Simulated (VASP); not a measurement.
SrTiO3:

```
CELL_PARAMETERS angstrom
3.93649 0.00000 0.00000
0.00000 3.93649 0.00000
0.00000 0.00000 3.93649
ATOMIC_POSITIONS crystal
Sr 0.00000 0.00000 0.00000
Ti 0.50000 0.50000 0.50000
O 0.00000 0.50000 0.50000
O 0.50000 0.00000 0.50000
O 0.50000 0.50000 0.00000
```

Base run:

* Program: VASP 6.6.1
* Functional: PBE
* Potentials or basis: VASP PAW PBE potentials, release 64 (Sr_sv, Ti_sv, O)
* Cutoff: 520 eV
* k mesh: 8 × 8 × 8
* Occupations: gaussian, width 0.02 eV
* Spin: no spin polarisation
* Hubbard terms: Ti d U = 4.0 eV

Its results: band gap on the k mesh 2.33 eV (least direct gap 2.76 eV); pressure 4.2 GPa.

Q: The run is repeated on the same cell with these changes: functional from PBE to r2SCAN; hubbard terms from Ti d U = 4.0 eV to none. What comes out?

A: Band gap on the k mesh 2.22 eV (least direct gap 2.62 eV); pressure -3.2 GPa.

Several settings changed at once.

Caveats: the cell stands under pressure (at least some runs); the cell stands under tension (at least some runs); the PAW data sets were made with another functional, which shifts forces and pressure a little (at least some runs).

A k mesh can miss the band edges.
